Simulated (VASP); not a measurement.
# Al7P7O (a cell with a defect) in VASP: further runs

Aim: see how the results for Al7P7O (a cell with a defect) move with the level of theory and the settings. Levels: PBEsol, PBEsol+D3(BJ). Tasks: single point.

All numbers are computed with VASP 6.6.1; they aren't measurements. Logs are shortened: lines on timing, memory, paths and dates and some standing lists are left out, and cuts for length are marked.

## (1) The cell of the first run

The cell holds a defect, 15 atoms: a = 10.940 Å, b = 5.470 Å, c = 5.470 Å, α = 90.00°, β = 90.00°, γ = 90.00°.

## (2) Single point, PBEsol, collinear spin

The input, INCAR:

```
SYSTEM = Al7P7O
PREC = Accurate
ENCUT = 520
EDIFF = 1E-7
ISMEAR = -1
SIGMA = 0.05
LREAL = Auto
LASPH = .True.
NELM = 150
ALGO = Normal
ISIF = 2
LWAVE = .False.
LCHARG = .False.
ISPIN = 2
MAGMOM = 0 0 0.143 0 0.143 0 0.143 0 0.143 0 0.143 0 0 0.143 0.143
LORBIT = 11
GGA = PS
NBANDS = 48
NELECT = 63.0
ISYM = 0
```

The input, KPOINTS:

```
Automatic mesh
0
Gamma
  1 1 1
  0.25 0.25 0.25
```

The input, POSCAR:

```
Al7P7O
1.0
   10.9400000000      0.0000000000      0.0000000000
    0.0000000000      5.4700000000      0.0000000000
    0.0000000000      0.0000000000      5.4700000000
Al P O
7 7 1
Direct
    0.0022130000      0.0131010000      0.0012160000
    0.2525180000      0.5249900000      0.9921610000
    0.7535790000      0.4901570000      0.0053000000
    0.2566710000      0.9973720000      0.4935660000
    0.7449980000      0.9998600000      0.5185600000
    0.0146250000      0.5069710000      0.5025020000
    0.4984810000      0.5218810000      0.5027430000
    0.1243190000      0.2481880000      0.2659620000
    0.3726990000      0.7484020000      0.2696650000
    0.8806830000      0.7567710000      0.2461470000
    0.3730420000      0.2435440000      0.7502270000
    0.8653910000      0.2353280000      0.7606460000
    0.1258550000      0.7466880000      0.7399060000
    0.6367990000      0.7480780000      0.7632250000
    0.6261250000      0.2343640000      0.2616170000
```

Potentials or basis: VASP PAW PBE potentials, release 64 (Al, P, O).

The run is started by

```bash
$ cat potpaw_PBE.64/Al/POTCAR potpaw_PBE.64/P/POTCAR potpaw_PBE.64/O/POTCAR > POTCAR
$ mpirun -np 1 vasp_std > vasp.out
```

OUTCAR:

```text
SYSTEM = Al7P7O
   PREC = Accurate
   ENCUT = 520
   EDIFF = 1E-7
   ISMEAR = -1
   LREAL = Auto
   LASPH = .True.
   NELM = 150
   ISIF = 2
   ISPIN = 2
   LORBIT = 11
   GGA = PS
   NELECT = 63.0
   ISYM = 0

 ion  position               nearest neighbor table
   1  0.002  0.013  0.001-  12 2.33  10 2.35   8 2.35  13 2.45
   2  0.253  0.525  0.992-  13 2.30   9 2.35  11 2.42   8 2.55
   3  0.754  0.490  0.005-  12 2.29  14 2.32  10 2.41  15 2.42
   4  0.257  0.997  0.494-   9 2.23  11 2.32   8 2.35  13 2.40
   5  0.745  1.000  0.519-  14 2.26  12 2.27  15 2.30  10 2.49
   6  0.015  0.507  0.503-  13 2.21   8 2.26  10 2.45  12 2.62
   7  0.498  0.522  0.503-   9 2.25  14 2.42  11 2.46  15 2.48
   8  0.124  0.248  0.266-   6 2.26   4 2.35   1 2.35   2 2.55
   9  0.373  0.748  0.270-   4 2.23   7 2.25   2 2.35
  10  0.881  0.757  0.246-   1 2.35   3 2.41   6 2.45   5 2.49
  11  0.373  0.244  0.750-   4 2.32   2 2.42   7 2.46
  12  0.865  0.235  0.761-   5 2.27   3 2.29   1 2.33   6 2.62
  13  0.126  0.747  0.740-   6 2.21   2 2.30   4 2.40   1 2.45
  14  0.637  0.748  0.763-   5 2.26   3 2.32   7 2.42
  15  0.626  0.234  0.262-   5 2.30   3 2.42   7 2.48

IMPORTANT INFORMATION: All symmetrisations will be switched off!
NOSYMM: (Re-)initialisation of all symmetry stuff for point group C_1.

----------------------------------------------------------------------------------------

                                     Primitive cell

  volume of cell :     327.3346

  direct lattice vectors                    reciprocal lattice vectors
    10.940000000  0.000000000  0.000000000     0.091407678  0.000000000  0.000000000
     0.000000000  5.470000000  0.000000000     0.000000000  0.182815356  0.000000000
     0.000000000  0.000000000  5.470000000     0.000000000  0.000000000  0.182815356

  length of vectors
    10.940000000  5.470000000  5.470000000     0.091407678  0.182815356  0.182815356

  position of ions in fractional coordinates (direct lattice)
     0.002213000  0.013101000  0.001216000
     0.252518000  0.524990000  0.992161000
     0.753579000  0.490157000  0.005300000
     0.256671000  0.997372000  0.493566000
     0.744998000  0.999860000  0.518560000
     0.014625000  0.506971000  0.502502000
     0.498481000  0.521881000  0.502743000
     0.124319000  0.248188000  0.265962000
     0.372699000  0.748402000  0.269665000
     0.880683000  0.756771000  0.246147000
     0.373042000  0.243544000  0.750227000
[... 316 lines left out ...]

 k-point     1 :       0.2500    0.2500    0.2500
  band No.  band energies     occupation
      1     -12.0913      1.00000
      2      -7.6976      1.00000
      3      -6.9487      1.00000
      4      -6.5901      1.00000
      5      -6.3180      1.00000
      6      -6.1647      1.00000
[... 173 lines left out ...]
     42       7.8282      0.00000
     43       8.2804      0.00000
 [bands above 43 left out]

------------------------ aborting loop because EDIFF is reached ----------------------------------------

  FORCE on cell =-STRESS in cart. coord.  units (eV):
  Direction    XX          YY          ZZ          XY          YZ          ZX
  --------------------------------------------------------------------------------------
  -------------------------------------------------------------------------------------
  Total        3.0493999      1.7447751      1.7561766     -0.1840594      6.1579005      2.9174279
  in kB       14.9256411      8.5400036      8.5958096     -0.9008999     30.1405573     14.2796889
  external PRESSURE =      10.6871514 kB  Pullay stress =       0.0000000 kB

 VOLUME and BASIS-vectors are now :
 -----------------------------------------------------------------------------
  energy-cutoff  :      520.00
  volume of cell :      327.33
      direct lattice vectors                 reciprocal lattice vectors
    10.940000000  0.000000000  0.000000000     0.091407678  0.000000000  0.000000000
     0.000000000  5.470000000  0.000000000     0.000000000  0.182815356  0.000000000
     0.000000000  0.000000000  5.470000000     0.000000000  0.000000000  0.182815356

 POSITION                                       TOTAL-FORCE (eV/Angst)
 -----------------------------------------------------------------------------------
      0.02421      0.07166      0.00665        -0.062262     -0.603524     -0.201856
      2.76255      2.87170      5.42712         0.444440     -1.249636      0.464329
      8.24415      2.68116      0.02899        -1.375431     -0.567795      1.446080
      2.80798      5.45562      2.69981        -0.409434      0.558275      0.757986
      8.15028      5.46923      2.83652        -1.218576      0.704095     -2.469561
      0.16000      2.77313      2.74869        -2.349728     -0.537508     -0.201692
      5.45338      2.85469      2.75000         1.961548     -1.800596      0.401594
      1.36005      1.35759      1.45481         0.666964      0.004951     -1.311252
      4.07733      4.09376      1.47507         0.101284     -0.117503     -1.550613
      9.63467      4.13954      1.34642        -0.204197     -0.314672      0.598859
      4.08108      1.33219      4.10374         0.205656      0.712003      0.184471
      9.46738      1.28724      4.16073         1.563121      0.914517     -0.365809
      1.37685      4.08438      4.04729         0.255446      1.602966      1.121027
      6.96658      4.09199      4.17484        -1.327894     -0.534917     -0.116106
      6.84981      1.28197      1.43104         1.749064      1.229343      1.242542
 -----------------------------------------------------------------------------------
    total drift:                               -0.001073     -0.001942      0.002221

  FREE ENERGIE OF THE ION-ELECTRON SYSTEM (eV)
  ---------------------------------------------------
  free  energy   TOTEN  =       -75.1011396555 eV

  energy  without entropy=      -75.0642562933  energy(sigma->0) =      -75.08269797

 total charge

# of ion       s       p       d       tot
------------------------------------------
    1        0.401   0.393   0.000   0.794
    2        0.399   0.376   0.000   0.774
    3        0.394   0.346   0.000   0.740
    4        0.403   0.414   0.000   0.817
    5        0.392   0.352   0.000   0.744
    6        0.405   0.397   0.000   0.802
    7        0.401   0.329   0.000   0.730
    8        1.015   1.589   0.000   2.604
    9        1.034   1.556   0.000   2.591
   10        1.014   1.555   0.000   2.569
   11        1.045   1.467   0.000   2.511
   12        1.015   1.600   0.000   2.615
   13        1.015   1.619   0.000   2.635
   14        1.028   1.540   0.000   2.569
   15        1.569   3.220   0.000   4.789
--------------------------------------------------
tot         11.530  16.752   0.000  28.282

 magnetization (x)

# of ion       s       p       d       tot
------------------------------------------
    1       -0.000   0.000   0.000  -0.000
    2       -0.000  -0.000   0.000  -0.000
    3       -0.000   0.000   0.000  -0.000
    4       -0.000  -0.000   0.000  -0.000
    5       -0.000  -0.000   0.000  -0.000
    6       -0.000  -0.000   0.000  -0.000
    7       -0.000   0.000   0.000  -0.000
    8       -0.000   0.000   0.000   0.000
    9        0.000   0.000   0.000   0.000
   10       -0.000   0.000   0.000   0.000
   11        0.000   0.000   0.000   0.000
   12       -0.000   0.000   0.000   0.000
   13       -0.000   0.000   0.000   0.000
   14        0.000   0.000   0.000   0.000
   15       -0.000   0.000   0.000   0.000
--------------------------------------------------
tot          0.000   0.000   0.000   0.000
```

It took 6.4 min on 1 thread of AMD EPYC 7R13 (Zen 3), shared host; peak memory 0.47 GiB.

Results:

```
Free energy                                           : -75.1011 eV
Largest force                                         : 2.842 eV/Å
Net moment                                            : 0.00 μB per cell
Valence electrons inside the program's atomic spheres : Al 0.79, 0.77, 0.74, 0.82, 0.80, 0.73; P 2.60, 2.59, 2.57, 2.51, 2.62, 2.63; O 4.79
```

Forces in eV/Å, atoms in the order of the input:
```
Al  -0.062 -0.604 -0.202
Al   0.444 -1.250  0.464
Al  -1.375 -0.568  1.446
Al  -0.409  0.558  0.758
Al  -1.219  0.704 -2.470
Al  -2.350 -0.538 -0.202
Al   1.962 -1.801  0.402
P    0.667  0.005 -1.311
P    0.101 -0.118 -1.551
P   -0.204 -0.315  0.599
P    0.206  0.712  0.184
P    1.563  0.915 -0.366
P    0.255  1.603  1.121
P   -1.328 -0.535 -0.116
O    1.749  1.229  1.243
```

Caveat: the k points lie up to 1.15 Å⁻¹ apart; the cell carries a net charge on a neutralising background, which shifts energy and pressure; the cell is charged against a uniform background, so pressure and absolute levels hang on convention; the PAW data sets were made with another functional, which shifts forces and pressure a little.

## (3) Single point, PBEsol, collinear spin

The input, INCAR:

```
SYSTEM = Al7P7O
ALGO = Normal
EDIFF = 1E-7
ENCUT = 520
GGA = PS
ISIF = 2
ISMEAR = -1
ISPIN = 2
ISYM = 0
LASPH = .True.
LCHARG = .True.
LELF = .True.
LORBIT = 11
LREAL = Auto
LVHAR = .True.
LWAVE = .False.
MAGMOM = 0 0 0.143 0 0.143 0 0.143 0 0.143 0 0.143 0 0 0.143 0.143
NBANDS = 48
NELECT = 64.0
NELM = 150
PREC = Accurate
SIGMA = 0.05
```

KPOINTS is that of step 2.

POSCAR is that of step 2.

Potentials or basis: VASP PAW PBE potentials, release 64 (Al, P, O).

The run is started by

```bash
$ cat potpaw_PBE.64/Al/POTCAR potpaw_PBE.64/P/POTCAR potpaw_PBE.64/O/POTCAR > POTCAR
$ mpirun -np 1 vasp_std > vasp.out
```

It took 6.4 min on 1 thread of AMD EPYC 7R13 (Zen 3), shared host; peak memory 0.47 GiB.

The run converged. Its results:

```
Free energy                                           : -70.8526 eV
Largest force                                         : 2.769 eV/Å
Net moment                                            : 0.00 μB per cell
Valence electrons inside the program's atomic spheres : Al 0.81, 0.78, 0.75, 0.82, 0.76, 0.74; P 2.62, 2.63, 2.59, 2.55, 2.65; O 4.80
```

Forces on the atoms (eV/Å):
```
Al   0.176 -0.600 -0.220
Al   0.984 -1.241  0.465
Al  -1.471 -0.488  1.310
Al   0.220  0.572  0.707
Al  -1.323  0.597 -2.359
Al  -2.085 -0.521 -0.196
Al   0.729 -1.810  0.427
P    0.306 -0.116 -1.370
P    0.112  0.169 -1.642
P   -0.257 -0.315  0.579
P    0.250  0.515  0.298
P    1.483  0.873 -0.348
P   -0.061  1.659  1.206
P   -1.092 -0.489 -0.071
O    2.030  1.193  1.214
```

Levels at points of the mesh, in eV from the Fermi level:
Spin up:
```
           k point  band 29  band 30  band 31  band 32  band 33  band 34  band 35  band 36
(0.25, 0.25, 0.25)    -2.26    -2.11    -1.42    -0.38     0.40     0.83     1.09     1.44
```
Spin down:
```csv
k point,band 30,band 31,band 32,band 33,band 34,band 35
"(0.25, 0.25, 0.25)",-2.11,-1.42,-0.38,0.40,0.83,1.09
```

Caveat: the k points lie up to 1.15 Å⁻¹ apart; the cell carries a net charge on a neutralising background, which shifts energy and pressure; the cell is charged against a uniform background, so pressure and absolute levels hang on convention; the PAW data sets were made with another functional, which shifts forces and pressure a little.

(Continued in part 2 of 2.)
